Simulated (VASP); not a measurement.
# GaP (F-43m) in VASP: settings compared

Aim: see how the results for GaP move with the level of theory and the settings. Levels: PBE+D4, revPBE, BLYP+D3(BJ), r2SCAN+D4. Tasks: single point.

All numbers are computed with VASP 6.6.1; they aren't measurements. Logs are shortened: lines on timing, memory, paths and dates and some standing lists are left out, and cuts for length are marked.

**The experiment to reproduce.**

“Stacking defects in GaP nanowires: Electronic structure and optical properties”, 2018, arxiv:1810.01194 quotes, for a bulk crystal of GaP at 10 K: band gap 2.34 eV (indirect).

The runs below are set against these values where they give the same quantity.

## 1. The cell of the first run

It takes space group F-43m (No. 216, cubic). The conventional cell has a = 5.557 Å, b = 5.557 Å, c = 5.557 Å, α = 90.00°, β = 90.00°, γ = 90.00°. Within 3.2 Å of Ga (site symmetry -43m) lie 4 P at 2.41 Å. Within 3.2 Å of P (site symmetry -43m) lie 4 Ga at 2.41 Å.

## 2. Single point, PBE+D4

File INCAR:

```
PREC = Accurate
ENCUT = 520
EDIFF = 1E-7
ISMEAR = -1
SIGMA = 0.05
LREAL = False
LASPH = True
NELM = 100
ALGO = Normal
ISIF = 2
LWAVE = False
LCHARG = False
GGA = PE
IVDW = 13
NBANDS = 16
```

File KPOINTS:

```
Automatic mesh
0
Gamma
  8 8 8
```

File POSCAR:

```
GaP
1.0
    0.0000000000      2.7786998443      2.7786998443
    2.7786998443      0.0000000000      2.7786998443
    2.7786998443      2.7786998443      0.0000000000
Ga P
1 1
Direct
    0.0000000000      0.0000000000      0.0000000000
    0.7500000000      0.7500000000      0.7500000000
```

Potentials or basis: VASP PAW PBE potentials, release 64 (Ga_d, P).

On the command line:

```
$ cat potpaw_PBE.64/Ga_d/POTCAR potpaw_PBE.64/P/POTCAR > POTCAR
$ mpirun -np 1 vasp_std > vasp.out
```

OUTCAR:

```text
PREC = Accurate
   ENCUT = 520
   EDIFF = 1E-7
   ISMEAR = -1
   LREAL = False
   LASPH = True
   NELM = 100
   ISIF = 2
   GGA = PE
   IVDW = 13

 ion  position               nearest neighbor table
   1  0.000  0.000  0.000-   2 2.41   2 2.41   2 2.41   2 2.41
   2  0.750  0.750  0.750-   1 2.41   1 2.41   1 2.41   1 2.41

  LATTYP: Found a face centered cubic cell.
 ALAT       =     5.5573996886

  Lattice vectors:

 A1 = (   0.0000000000,   2.7786998443,   2.7786998443)
 A2 = (   2.7786998443,   0.0000000000,   2.7786998443)
 A3 = (   2.7786998443,   2.7786998443,   0.0000000000)

Analysis of symmetry for initial positions (statically):
=====================================================================
 Subroutine PRICEL returns:
 Original cell was already a primitive cell.

 Routine SETGRP: Setting up the symmetry group for a
 face centered cubic supercell.

 Subroutine GETGRP returns: Found 24 space group operations
 (whereof 24 operations were pure point group operations)
 out of a pool of 48 trial point group operations.

The static configuration has the point symmetry T_d .

Analysis of symmetry for dynamics (positions and initial velocities):
=====================================================================
 Subroutine PRICEL returns:
 Original cell was already a primitive cell.

 Routine SETGRP: Setting up the symmetry group for a
 face centered cubic supercell.

 Subroutine GETGRP returns: Found 24 space group operations
 (whereof 24 operations were pure point group operations)
 out of a pool of 48 trial point group operations.

The dynamic configuration has the point symmetry T_d .

 Subroutine INISYM returns: Found 24 space group operations
 (whereof 24 operations are pure point group operations),
 and found     1 'primitive' translations

----------------------------------------------------------------------------------------

                                     Primitive cell

  volume of cell :      42.9096

  direct lattice vectors                    reciprocal lattice vectors
     0.000000000  2.778699844  2.778699844    -0.179940270  0.179940270  0.179940270
     2.778699844  0.000000000  2.778699844     0.179940270 -0.179940270  0.179940270
     2.778699844  2.778699844  0.000000000     0.179940270  0.179940270 -0.179940270

  length of vectors
     3.929675006  3.929675006  3.929675006     0.311665690  0.311665690  0.311665690

  position of ions in fractional coordinates (direct lattice)
     0.000000000  0.000000000  0.000000000
     0.750000000  0.750000000  0.750000000

  ion indices of the primitive-cell ions
   primitive index   ion index
                 1           1
                 2           2

----------------------------------------------------------------------------------------

 KPOINTS: Automatic mesh

Automatic generation of k-mesh.
 Grid dimensions read from file:
 generate k-points for:    8    8    8

 Generating k-lattice:

  Cartesian coordinates                     Fractional coordinates (reciprocal lattice)
    -0.022492534  0.022492534  0.022492534     0.125000000  0.000000000  0.000000000
     0.022492534 -0.022492534  0.022492534     0.000000000  0.125000000  0.000000000
     0.022492534  0.022492534 -0.022492534     0.000000000  0.000000000  0.125000000

  Length of vectors
     0.038958211  0.038958211  0.038958211

  Shift w.r.t. Gamma in fractional coordinates (k-lattice)
     0.000000000  0.000000000  0.000000000

 Subroutine IBZKPT returns following result:
 ===========================================

 Found     29 irreducible k-points:

 Following reciprocal coordinates:
            Coordinates               Weight
  0.000000  0.000000  0.000000      1.000000
  0.125000  0.000000  0.000000      8.000000
  0.250000  0.000000  0.000000      8.000000
  0.375000  0.000000  0.000000      8.000000
  0.500000  0.000000  0.000000      4.000000
  0.125000  0.125000  0.000000      6.000000
[... 16 lines left out ...]
  0.500000  0.250000  0.125000     48.000000
 -0.375000  0.250000  0.125000     24.000000
 [... further k-points ...]
   k-points           NKPTS =     29   k-points in BZ     NKDIM =     29   number of bands    NBANDS=     16
   number of dos      NEDOS =    301   number of ions     NIONS =      2
   total plane-waves  NPLWV =  27000
   dimension x,y,z NGX =    30 NGY =   30 NGZ =   30
   dimension x,y,z NGXF=    60 NGYF=   60 NGZF=   60
   ions per type =               1   1
   NGX,Y,Z   is equivalent  to a cutoff of  12.69, 12.69, 12.69 a.u.
   NGXF,Y,Z  is equivalent  to a cutoff of  25.38, 25.38, 25.38 a.u.
 SYSTEM =  unknown system
   PREC   = accura    normal or accurate (medium, high low for compatibility)
   ISTART =      0    job   : 0-new  1-cont  2-samecut
   ICHARG =      2    charge: 1-file 2-atom 10-const
   ISPIN  =      1    spin polarized calculation?
   LNONCOLLINEAR =      F non collinear calculations
   LSORBIT =      F    spin-orbit coupling
   LASPH  =      T    aspherical Exc in radial PAW
   ENCUT  =  520.0 eV  38.22 Ry    6.18 a.u.   7.31  7.31  7.31*2*pi/ulx,y,z
   NELM   =    100;   NELMIN=  2; NELMDL= -5     # of ELM steps
   EDIFF  = 0.1E-06   stopping-criterion for ELM
   LREAL  =      F    real-space projection
   EDIFFG = 0.1E-05   stopping-criterion for IOM
   NSW    =      0    number of steps for IOM
   IBRION =     -1    ionic relax: 0-MD 1-quasi-New 2-CG
   NFREE  =      0    steps in history (QN), initial steepest desc. (CG)
   ISIF   =      2    stress and relaxation
   ISYM   =      2    0-nonsym 1-usesym 2-fastsym
   POTIM  = 0.5000    time-step for ionic-motion
   TEBEG  =    0.0;   TEEND  =   0.0 temperature during run
   PSTRESS=    0.0 pullay stress
   NELECT =      18.0000    total number of electrons
   NUPDOWN=      -1.0000    fix difference up-down
   EMIN   =  10.00;   EMAX   =-10.00  energy-range for DOS
   EFERMI =   0.00;   METHOD = LEGACY
   ISMEAR =    -1;   SIGMA  =   0.05  broadening in eV -4-tet -1-fermi 0-gaus
   EFERMI_NEDOS =   21; number of points for ismear=-14 and -15
   IALGO  =     38    algorithm
   IMIX   =      4    mixing-type and parameters
     AMIX     =   0.40;   BMIX     =  1.00
     AMIX_MAG =   1.60;   BMIX_MAG =  1.00
  volume/ion in A,a.u.               =      21.45       144.78
  Fermi-wavevector in a.u.,A,eV,Ry     =   1.225502  2.315863 20.433980  1.501855
  Thomas-Fermi vector in A             =   2.360538
   LORBIT       =      0    0 simple, 1 ext, 2 COOP (PROOUT), +10 PAW based schemes
   GGA     = PE    functional components
   LHFCALC =     F    Hartree Fock is set to
   AEXX    =    0.0000 exact exchange contribution
   IVDW    =    13    specifies the selected vdW correction
   LEPSILON=     F    determine dielectric tensor
   LRPA    =     F    only Hartree local field effects (RPA)
 non-spin polarized calculation
  energy-cutoff  :      520.00
  volume of cell :       42.91
 maximum number of plane-waves:      1174
 NGX is ok and might be reduce to    30
   NGX = 15   NGY = 15   NGZ = 15

 number of electron      18.0000013 magnetization

 Free energy of the ion-electron system (eV)
  ---------------------------------------------------
  ext. energy  EPLUGINS =         0.00000000
  ---------------------------------------------------
  free energy    TOTEN  =        -9.11805921 eV

  energy without entropy =       -9.11805919  energy(sigma->0) =       -9.11805920

 E-fermi :   4.7753     XC(G=0):  -9.5698

 val. band max:        4.0762830947   @ k =   0.0000   0.0000   0.0000
 cond. band min:       5.4260179225   @ k =   0.0000   0.0000   0.0000
 fundamental gap:      1.3497348278
 Fermi energy:         4.7753302147

 k-point     1 :       0.0000    0.0000    0.0000
  band No.  band energies     occupation
      1     -10.3892      2.00000
      2     -10.3892      2.00000
      3     -10.3892      2.00000
      4     -10.3061      2.00000
      5     -10.3061      2.00000
      6      -7.9927      2.00000
[... 8 lines left out ...]
     15      13.7807      0.00000
     16      13.7807      0.00000

 k-point     2 :       0.1250    0.0000    0.0000
  band No.  band energies     occupation
      1     -10.3994      2.00000
      2     -10.3853      2.00000
      3     -10.3853      2.00000
      4     -10.3061      2.00000
      5     -10.3061      2.00000
      6      -7.8055      2.00000
[... 8 lines left out ...]
     15      13.1902      0.00000
     16      13.5040      0.00000

 k-point     3 :       0.2500    0.0000    0.0000
  band No.  band energies     occupation
      1     -10.4227      2.00000
      2     -10.3770      2.00000
      3     -10.3770      2.00000
      4     -10.3050      2.00000
      5     -10.3050      2.00000
      6      -7.2759      2.00000
[... 8 lines left out ...]
     15      13.0049      0.00000
     16      13.8446      0.00000

 k-point     4 :       0.3750    0.0000    0.0000
  band No.  band energies     occupation
      1     -10.4444      2.00000
      2     -10.3707      2.00000
      3     -10.3707      2.00000
      4     -10.3020      2.00000
      5     -10.3020      2.00000
      6      -6.5463      2.00000
[... 8 lines left out ...]
     15      14.1226      0.00000
     16      14.1226      0.00000
[... 324 lines left out ...]
 k-point    22 :       0.3750    0.2500    0.1250
  band No.  band energies     occupation
      1     -10.4422      2.00000
      2     -10.3672      2.00000
      3     -10.3639      2.00000
      4     -10.3144      2.00000
      5     -10.2986      2.00000
      6      -6.8246      2.00000
[... 8 lines left out ...]
     15      14.9709      0.00000
     16      16.1266      0.00000

 k-point    23 :       0.5000    0.2500    0.1250
  band No.  band energies     occupation
      1     -10.4548      2.00000
      2     -10.3641      2.00000
      3     -10.3564      2.00000
      4     -10.3127      2.00000
      5     -10.2987      2.00000
      6      -6.1399      2.00000
[... 8 lines left out ...]
     15      15.3043      0.00000
     16      16.6435      0.00000

 k-point    24 :      -0.3750    0.2500    0.1250
  band No.  band energies     occupation
      1     -10.4595      2.00000
      2     -10.3636      2.00000
      3     -10.3537      2.00000
      4     -10.3099      2.00000
      5     -10.3000      2.00000
      6      -5.7388      2.00000
[... 8 lines left out ...]
     15      15.8621      0.00000
     16      16.2531      0.00000

 [... further k-points ...]

------------------------ aborting loop because EDIFF is reached ----------------------------------------

  DFT-D4 for vdW energy calculation

  Edisp (eV):   -0.77859

  FORCE on cell =-STRESS in cart. coord.  units (eV):
  Direction    XX          YY          ZZ          XY          YZ          ZX
  --------------------------------------------------------------------------------------
  -------------------------------------------------------------------------------------
  Total      -1.33652    -1.33652    -1.33652     0.00000     0.00000    -0.00000
  in kB     -49.90338   -49.90338   -49.90338     0.00000     0.00000    -0.00000
  external pressure =      -49.90 kB  Pullay stress =        0.00 kB

 VOLUME and BASIS-vectors are now :
 -----------------------------------------------------------------------------
  energy-cutoff  :      520.00
  volume of cell :       42.91
      direct lattice vectors                 reciprocal lattice vectors
     0.000000000  2.778699844  2.778699844    -0.179940270  0.179940270  0.179940270
     2.778699844  0.000000000  2.778699844     0.179940270 -0.179940270  0.179940270
     2.778699844  2.778699844  0.000000000     0.179940270  0.179940270 -0.179940270

 POSITION                                       TOTAL-FORCE (eV/Angst)
 -----------------------------------------------------------------------------------
      0.00000      0.00000      0.00000         0.000000      0.000000     -0.000000
      4.16805      4.16805      4.16805        -0.000000     -0.000000      0.000000
 -----------------------------------------------------------------------------------
    total drift:                               -0.000002     -0.000002     -0.000002

  FREE ENERGIE OF THE ION-ELECTRON SYSTEM (eV)
  ---------------------------------------------------
  free  energy   TOTEN  =        -9.8966470191 eV

  energy  without entropy=       -9.8966470026  energy(sigma->0) =       -9.89664701
```

Run time: 47 s. Hardware: 1 thread of Intel Xeon 8259CL, shared host; peak memory 0.17 GiB.

Results:

* Free energy: -9.8966 eV
* Pressure: -5.0 GPa
* Band gap on the k mesh: 1.35 eV
* Dispersion energy per atom: -0.389 eV

Caveat: the cell stands under tension. PBE gaps usually lie below the measured ones, often by a third to a half.

(Continued in part 2 of 3.)
